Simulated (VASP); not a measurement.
Wanted: the native input for a VASP 6.6.1 run.

| Property | Result |
| --- | --- |
| Task | single point |
| Functional | PBEsol |
| Potentials or basis | VASP PAW PBE potentials, release 64 (Sc_sv, Al) |
| Cutoff | 520 eV |
| k mesh | 4 × 4 × 4 |
| Occupations | gaussian, width 0.1 eV |
| Spin | no spin polarisation |
| Dipole correction | no |
| Further INCAR settings | ALGO = Normal; EDIFF = 1e-06; NBANDS = 26 |

The structure of ScAl2 lies in POSCAR:

```
ScAl2
1.0
    0.0000000000      3.7649094454      3.7649094454
    3.7649094454      0.0000000000      3.7649094454
    3.7649094454      3.7649094454      0.0000000000
Sc Al
2 4
Direct
    0.5000000000      0.5000000000      0.5000000000
    0.7500000000      0.7500000000      0.7500000000
    0.1250000000      0.1250000000      0.1250000000
    0.6250000000      0.1250000000      0.1250000000
    0.1250000000      0.6250000000      0.1250000000
    0.1250000000      0.1250000000      0.6250000000
```

One way to write it, as run:

INCAR

```
SYSTEM = ScAl2
PREC     = Accurate       ! precision mode
ENCUT    = 520            ! plane-wave cutoff, eV
EDIFF    = 1E-6           ! SCF threshold, eV
ISMEAR   = 0              ! smearing method
SIGMA    = 0.1            ! smearing width, eV
LREAL    = .FALSE.        ! projectors in reciprocal space
LASPH    = .TRUE.         ! aspherical terms in the spheres
NELM     = 80             ! most SCF steps
ALGO     = Normal         ! electronic algorithm
ISIF     = 2              ! what is computed and relaxed
LWAVE    = .FALSE.        ! write WAVECAR
LCHARG   = .TRUE.         ! write CHGCAR
GGA      = PS             ! functional
LELF     = .TRUE.         ! ELF
LVHAR    = .TRUE.       
NBANDS   = 26             ! bands
```

KPOINTS

```
regular mesh
0
G
  4 4 4
  0 0 0
```

Potentials or basis: VASP PAW PBE potentials, release 64 (Sc_sv, Al).

Command:

```sh
$ cat potpaw_PBE.64/Sc_sv/POTCAR potpaw_PBE.64/Al/POTCAR > POTCAR
$ mpirun -np 1 vasp_std > vasp.out
```

Results of the run:

```json
{"Pressure": "0.1 GPa", "Band gap on the k mesh": "zero (band 17 reaches 7.19 eV, above the bottom of band 18 at 4.81 eV)"}
```

Caveat: the k points lie up to 0.36 Å⁻¹ apart; the PAW data sets were made with another functional, which shifts forces and pressure a little.

Run time: 36 s on 1 thread of AMD EPYC 7R43 64-Core Processor (Zen 3), with other jobs on the host, peak memory 0.2 GiB.
